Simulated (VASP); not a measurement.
# W (Fm-3m) in VASP: notebook

The runs below take W through single point, with PBE.

Everything below comes from runs of VASP 6.6.1. Logs are shortened: lines on timing, memory, paths and dates and some standing lists are left out, and cuts for length are marked.

## 1. The cell of the first run

Symmetry: Fm-3m, No. 225, cubic system. Conventional cell: a = 4.041 Å, b = 4.041 Å, c = 4.041 Å, α = 90.00°, β = 90.00°, γ = 90.00°. Within 3.8 Å of W (site symmetry m-3m) lie 12 W at 2.86 Å.

This isn't the form of W at room conditions, which is bcc.

## 2. Single point, PBE, non-collinear spin, zero start, spin-orbit coupling

Contents of INCAR:

```
SYSTEM = W
  PREC = Accurate
  ENCUT = 520
  EDIFF = 1E-6
  ISMEAR = -1
  SIGMA = 0.05
  LREAL = .FALSE.
  LASPH = .TRUE.
  NELM = 150
  ALGO = Normal
  ISIF = 2
  LWAVE = .FALSE.
  LCHARG = .FALSE.
  MAGMOM = 0 0 0
  LORBIT = 11
  LSORBIT = .TRUE.
  GGA_COMPAT = .FALSE.
  LORBMOM = .TRUE.
  LMAXMIX = 4
  GGA = PE
  NBANDS = 25
```

Contents of KPOINTS:

```
Automatic mesh
0
G
  18 18 18
  0 0 0
```

Contents of POSCAR:

```
W
1.0
    0.0000000000      2.0203245345      2.0203245345
    2.0203245345      0.0000000000      2.0203245345
    2.0203245345      2.0203245345      0.0000000000
W
1
Direct
    0.0000000000      0.0000000000      0.0000000000
```

Potentials or basis: VASP PAW PBE potentials, release 64 (W_sv).

Started as:

```
cat potpaw_PBE.64/W_sv/POTCAR > POTCAR
mpirun -np 1 vasp_ncl > vasp.out
```

OUTCAR:

```text
SYSTEM = W
   PREC = Accurate
   ENCUT = 520
   EDIFF = 1E-6
   ISMEAR = -1
   LREAL = .FALSE.
   LASPH = .TRUE.
   NELM = 150
   ISIF = 2
   LORBIT = 11
   LSORBIT = .TRUE.
   GGA = PE

 ion  position               nearest neighbor table
   1  0.000  0.000  0.000-

  LATTYP: Found a face centered cubic cell.
 ALAT       =     4.0406490690

  Lattice vectors:

 A1 = (   0.0000000000,   2.0203245345,   2.0203245345)
 A2 = (   2.0203245345,   0.0000000000,   2.0203245345)
 A3 = (   2.0203245345,   2.0203245345,   0.0000000000)

Analysis of symmetry for initial positions (statically):
=====================================================================
 Subroutine PRICEL returns:
 Original cell was already a primitive cell.

 Routine SETGRP: Setting up the symmetry group for a
 face centered cubic supercell.

 Subroutine GETGRP returns: Found 48 space group operations
 (whereof 48 operations were pure point group operations)
 out of a pool of 48 trial point group operations.

The static configuration has the point symmetry O_h .

Analysis of symmetry for dynamics (positions and initial velocities):
=====================================================================
 Subroutine PRICEL returns:
 Original cell was already a primitive cell.

 Routine SETGRP: Setting up the symmetry group for a
 face centered cubic supercell.

 Subroutine GETGRP returns: Found 48 space group operations
 (whereof 48 operations were pure point group operations)
 out of a pool of 48 trial point group operations.

The dynamic configuration has the point symmetry O_h .

Analysis of structural, dynamic, and magnetic symmetry:
=====================================================================
 Subroutine PRICEL returns:
 Original cell was already a primitive cell.

 Routine SETGRP: Setting up the symmetry group for a
 face centered cubic supercell.

 Subroutine GETGRP returns: Found 48 space group operations
 (whereof 48 operations were pure point group operations)
 out of a pool of 48 trial point group operations.

The overall configuration has the point symmetry O_h .

 Subroutine INISYM returns: Found 48 space group operations
 (whereof 48 operations are pure point group operations),
 and found     1 'primitive' translations

----------------------------------------------------------------------------------------

                                     Primitive cell

  volume of cell :      16.4928

  direct lattice vectors                    reciprocal lattice vectors
     0.000000000  2.020324534  2.020324534    -0.247484991  0.247484991  0.247484991
     2.020324534  0.000000000  2.020324534     0.247484991 -0.247484991  0.247484991
     2.020324534  2.020324534  0.000000000     0.247484991  0.247484991 -0.247484991

  length of vectors
     2.857170357  2.857170357  2.857170357     0.428656579  0.428656579  0.428656579

  position of ions in fractional coordinates (direct lattice)
     0.000000000  0.000000000  0.000000000

  ion indices of the primitive-cell ions
   primitive index   ion index
                 1           1

----------------------------------------------------------------------------------------

 KPOINTS: Automatic mesh

Automatic generation of k-mesh.
 Grid dimensions read from file:
 generate k-points for:   18   18   18

 Generating k-lattice:

  Cartesian coordinates                     Fractional coordinates (reciprocal lattice)
    -0.013749166  0.013749166  0.013749166     0.055555556  0.000000000  0.000000000
     0.013749166 -0.013749166  0.013749166     0.000000000  0.055555556  0.000000000
     0.013749166  0.013749166 -0.013749166     0.000000000  0.000000000  0.055555556

  Length of vectors
     0.023814254  0.023814254  0.023814254

  Shift w.r.t. Gamma in fractional coordinates (k-lattice)
     0.000000000  0.000000000  0.000000000

 Subroutine IBZKPT returns following result:
 ===========================================

 Found    195 irreducible k-points:

 Following reciprocal coordinates:
            Coordinates               Weight
  0.000000  0.000000  0.000000      1.000000
  0.055556  0.000000  0.000000      8.000000
  0.111111  0.000000  0.000000      8.000000
  0.166667  0.000000  0.000000      8.000000
  0.222222  0.000000  0.000000      8.000000
  0.277778  0.000000  0.000000      8.000000
[... 16 lines left out ...]
 -0.277778  0.055556  0.000000     24.000000
 -0.222222  0.055556  0.000000     24.000000
 [... further k-points ...]
   k-points           NKPTS =    195   k-points in BZ     NKDIM =    195   number of bands    NBANDS=     25
   number of dos      NEDOS =    301   number of ions     NIONS =      1
   total plane-waves  NPLWV =  13824
   dimension x,y,z NGX =    24 NGY =   24 NGZ =   24
   dimension x,y,z NGXF=    48 NGYF=   48 NGZF=   48
   ions per type =               1
   NGX,Y,Z   is equivalent  to a cutoff of  13.96, 13.96, 13.96 a.u.
   NGXF,Y,Z  is equivalent  to a cutoff of  27.93, 27.93, 27.93 a.u.
 SYSTEM =  W
   PREC   = accura    normal or accurate (medium, high low for compatibility)
   ISTART =      0    job   : 0-new  1-cont  2-samecut
   ICHARG =      2    charge: 1-file 2-atom 10-const
   ISPIN  =      1    spin polarized calculation?
   LNONCOLLINEAR =      T non collinear calculations
   LSORBIT =      T    spin-orbit coupling
   LASPH  =      T    aspherical Exc in radial PAW
   ENCUT  =  520.0 eV  38.22 Ry    6.18 a.u.   5.31  5.31  5.31*2*pi/ulx,y,z
   NELM   =    150;   NELMIN=  2; NELMDL= -5     # of ELM steps
   EDIFF  = 0.1E-05   stopping-criterion for ELM
   LREAL  =      F    real-space projection
[... 7 lines left out ...]
   TEBEG  =    0.0;   TEEND  =   0.0 temperature during run
   PSTRESS=    0.0 pullay stress
   NELECT =      14.0000    total number of electrons
   NUPDOWN=      -1.0000    fix difference up-down
   EMIN   =  10.00;   EMAX   =-10.00  energy-range for DOS
   EFERMI =   0.00;   METHOD = LEGACY
   ISMEAR =    -1;   SIGMA  =   0.05  broadening in eV -4-tet -1-fermi 0-gaus
   EFERMI_NEDOS =   21; number of points for ismear=-14 and -15
   IALGO  =     38    algorithm
   IMIX   =      4    mixing-type and parameters
     AMIX     =   0.40;   BMIX     =  1.00
     AMIX_MAG =   1.60;   BMIX_MAG =  1.00
  volume/ion in A,a.u.               =      16.49       111.30
  Fermi-wavevector in a.u.,A,eV,Ry     =   1.550076  2.929219 32.691210  2.402736
  Thomas-Fermi vector in A             =   2.654791
   LORBIT       =     11    0 simple, 1 ext, 2 COOP (PROOUT), +10 PAW based schemes
   GGA     = PE    functional components
   LHFCALC =     F    Hartree Fock is set to
   AEXX    =    0.0000 exact exchange contribution
   IVDW    =     0    specifies the selected vdW correction
   LEPSILON=     F    determine dielectric tensor
   LRPA    =     F    only Hartree local field effects (RPA)
  energy-cutoff  :      520.00
  volume of cell :       16.49
 maximum number of plane-waves:       918
 NGX is ok and might be reduce to    24
   NGX = 11   NGY = 11   NGZ = 11

 number of electron      14.0000002 magnetization       0.0000000      0.0000000      0.0000000

 number of electron      14.0000002 magnetization       0.0000000     -0.0000000     -0.0000000

 number of electron      14.0000002 magnetization      -0.0000000      0.0000000      0.0000000

 Free energy of the ion-electron system (eV)
  ---------------------------------------------------
  ext. energy  EPLUGINS =         0.00000000
  ---------------------------------------------------
  free energy    TOTEN  =       -13.34384399 eV

  energy without entropy =      -13.33554920  energy(sigma->0) =      -13.33969660

 E-fermi :  10.4790     XC(G=0): -13.4053

 val. band max:       10.4657846505   @ k =  -0.3889   0.1667   0.0556
 cond. band min:      10.4863843440   @ k =   0.1111   0.1111   0.0000
 fundamental gap:      0.0205996935
 Fermi energy:        10.4789652868

 k-point     1 :       0.0000    0.0000    0.0000
  band No.  band energies     occupation
      1     -63.2544      1.00000
      2     -63.2544      1.00000
      3     -32.9815      1.00000
      4     -32.9815      1.00000
      5     -23.9966      1.00000
      6     -23.9966      1.00000
[... 17 lines left out ...]
     24      28.2107      0.00000
     25      28.4904      0.00000

 k-point     2 :       0.0556    0.0000    0.0000
  band No.  band energies     occupation
      1     -63.2513      1.00000
      2     -63.2513      1.00000
      3     -32.9906      1.00000
      4     -32.9906      1.00000
      5     -24.0298      1.00000
      6     -24.0298      1.00000
[... 17 lines left out ...]
     24      27.7616      0.00000
     25      28.5821      0.00000

 k-point     3 :       0.1111    0.0000    0.0000
  band No.  band energies     occupation
      1     -63.2423      1.00000
      2     -63.2423      1.00000
      3     -33.0171      1.00000
      4     -33.0171      1.00000
      5     -24.1242      1.00000
      6     -24.1242      1.00000
[... 17 lines left out ...]
     24      26.6165      0.00000
     25      29.3084      0.00000

 k-point     4 :       0.1667    0.0000    0.0000
  band No.  band energies     occupation
      1     -63.2286      1.00000
      2     -63.2286      1.00000
      3     -33.0579      1.00000
      4     -33.0579      1.00000
      5     -24.2654      1.00000
      6     -24.2654      1.00000
[... 17 lines left out ...]
     24      25.9853      0.00000
     25      30.4642      0.00000
[... 477 lines left out ...]
 k-point    22 :      -0.3333    0.0556    0.0000
  band No.  band energies     occupation
      1     -63.1699      1.00000
      2     -63.1699      1.00000
      3     -33.2328      1.00000
      4     -33.2328      1.00000
      5     -24.8104      1.00000
      6     -24.8104      1.00000
[... 17 lines left out ...]
     24      25.3936      0.00000
     25      30.5754      0.00000

 k-point    23 :      -0.2778    0.0556    0.0000
  band No.  band energies     occupation
      1     -63.1859      1.00000
      2     -63.1859      1.00000
      3     -33.1849      1.00000
      4     -33.1849      1.00000
      5     -24.6661      1.00000
      6     -24.6661      1.00000
[... 17 lines left out ...]
     24      26.8621      0.00000
     25      31.6489      0.00000

 k-point    24 :      -0.2222    0.0556    0.0000
  band No.  band energies     occupation
      1     -63.2036      1.00000
      2     -63.2036      1.00000
      3     -33.1320      1.00000
      4     -33.1320      1.00000
      5     -24.5007      1.00000
      6     -24.5007      1.00000
[... 17 lines left out ...]
     24      27.1834      0.00000
     25      31.3609      0.00000

 [... further k-points ...]

------------------------ aborting loop because EDIFF is reached ----------------------------------------

  FORCE on cell =-STRESS in cart. coord.  units (eV):
  Direction    XX          YY          ZZ          XY          YZ          ZX
  --------------------------------------------------------------------------------------
  -------------------------------------------------------------------------------------
  Total        0.0906394      0.0906394      0.0906394      0.0000000     -0.0000000      0.0000000
  in kB        8.8050959      8.8050959      8.8050959      0.0000000     -0.0000000      0.0000000
  external PRESSURE =       8.8050959 kB  Pullay stress =       0.0000000 kB

 VOLUME and BASIS-vectors are now :
 -----------------------------------------------------------------------------
  energy-cutoff  :      520.00
  volume of cell :       16.49
      direct lattice vectors                 reciprocal lattice vectors
     0.000000000  2.020324534  2.020324534    -0.247484991  0.247484991  0.247484991
     2.020324534  0.000000000  2.020324534     0.247484991 -0.247484991  0.247484991
     2.020324534  2.020324534  0.000000000     0.247484991  0.247484991 -0.247484991

 POSITION                                       TOTAL-FORCE (eV/Angst)
 -----------------------------------------------------------------------------------
      0.00000      0.00000      0.00000         0.000000      0.000000      0.000000
 -----------------------------------------------------------------------------------
    total drift:                               -0.000000     -0.000000     -0.000000

  FREE ENERGIE OF THE ION-ELECTRON SYSTEM (eV)
  ---------------------------------------------------
  free  energy   TOTEN  =       -13.3438439937 eV

  energy  without entropy=      -13.3355491991  energy(sigma->0) =      -13.33969660

 orbital moment (x)

 # of ion     p       d       tot
 ----------------------------------------
  1         0.000   0.000   0.000
 ----------------------------------------
            0.000   0.000   0.000

 orbital moment (y)

 # of ion     p       d       tot
 ----------------------------------------
  1         0.000  -0.000  -0.000
 ----------------------------------------
            0.000  -0.000  -0.000

 orbital moment (z)

 # of ion     p       d       tot
 ----------------------------------------
  1         0.000   0.000   0.000
 ----------------------------------------
            0.000   0.000   0.000

 Spin-Orbit-Coupling matrix elements

 Ion:    1  E_soc:     -1.7133438
 l=   1
     0.0000000    -0.2304175    -0.2304175
    -0.2304175     0.0000000    -0.2304175
    -0.2304175    -0.2304175     0.0000000
 l=   2
     0.0000000    -0.0130206     0.0000000    -0.0130206    -0.0421192
    -0.0130206     0.0000000    -0.0315894    -0.0130206    -0.0105298
     0.0000000    -0.0315894     0.0000000    -0.0315894     0.0000000
    -0.0130206    -0.0130206    -0.0315894     0.0000000    -0.0105298
    -0.0421192    -0.0105298     0.0000000    -0.0105298     0.0000000
 l=   3
     0.0000000     0.0000000     0.0000000     0.0000000     0.0000000     0.0000000     0.0000000
     0.0000000     0.0000000     0.0000000     0.0000000     0.0000000     0.0000000     0.0000000
     0.0000000     0.0000000     0.0000000     0.0000000     0.0000000     0.0000000     0.0000000
     0.0000000     0.0000000     0.0000000     0.0000000     0.0000000     0.0000000     0.0000000
     0.0000000     0.0000000     0.0000000     0.0000000     0.0000000     0.0000000     0.0000000
     0.0000000     0.0000000     0.0000000     0.0000000     0.0000000     0.0000000     0.0000000
     0.0000000     0.0000000     0.0000000     0.0000000     0.0000000     0.0000000     0.0000000

 total charge

# of ion       s       p       d       tot
------------------------------------------
    1        2.405   6.313   3.314  12.032

 magnetization (x)

# of ion       s       p       d       tot
------------------------------------------
    1        0.000   0.000   0.000   0.000

 magnetization (y)

# of ion       s       p       d       tot
------------------------------------------
    1       -0.000  -0.000   0.000  -0.000

 magnetization (z)

# of ion       s       p       d       tot
------------------------------------------
    1        0.000  -0.000   0.000   0.000
```

Wall time 56 s (1 thread of Intel Xeon 6975P-C (Granite Rapids), shared host); peak memory 0.27 GiB.

What came out:

```
Free energy                                           : -13.3438 eV
Pressure                                              : 0.9 GPa
Net moment                                            : 0.00 μB per cell
Valence electrons inside the program's atomic spheres : W 12.03
```

Moments on the atoms (μB; x, y, z):
```
W   0.00 0.00 0.00
```

## 3. Single point, PBE, non-collinear spin, zero start, spin-orbit coupling

Contents of INCAR:

```
SYSTEM = W
PREC = Accurate ; ENCUT = 520
EDIFF = 1E-6 ; ISMEAR = -1
SIGMA = 0.05 ; LREAL = .False.
LASPH = .True. ; NELM = 150
ALGO = Normal ; ISIF = 2
LWAVE = .False. ; LCHARG = .False.
MAGMOM = 0 0 0 ; LORBIT = 11
LSORBIT = .True. ; GGA_COMPAT = .False.
LORBMOM = .True. ; LMAXMIX = 4
GGA = PE ; NBANDS = 25
```

Contents of KPOINTS:

```
Automatic mesh
0
Gamma
  18 18 18
  0 0 0
```

Contents of POSCAR:

```
W
1.0
    0.0000000000      2.0205963558      2.0205963558
    2.0205963558      0.0000000000      2.0205963558
    2.0205963558      2.0205963558      0.0000000000
W
1
Direct
    0.0000000000      0.0000000000      0.0000000000
```

Potentials or basis: VASP PAW PBE potentials, release 64 (W_sv).

Started as:

```
cat potpaw_PBE.64/W_sv/POTCAR > POTCAR
mpirun -np 1 vasp_ncl > vasp.out
```

Wall time 3.4 min (1 thread of Intel Xeon 8259CL, shared host); peak memory 0.27 GiB.

The run converged. Its results:

```
Free energy                                           : -13.3439 eV
Pressure                                              : 0.8 GPa
Net moment                                            : 0.00 μB per cell
Valence electrons inside the program's atomic spheres : W 12.03
```

Moments on the atoms (μB; x, y, z):
```
W   0.00 0.00 0.00
```
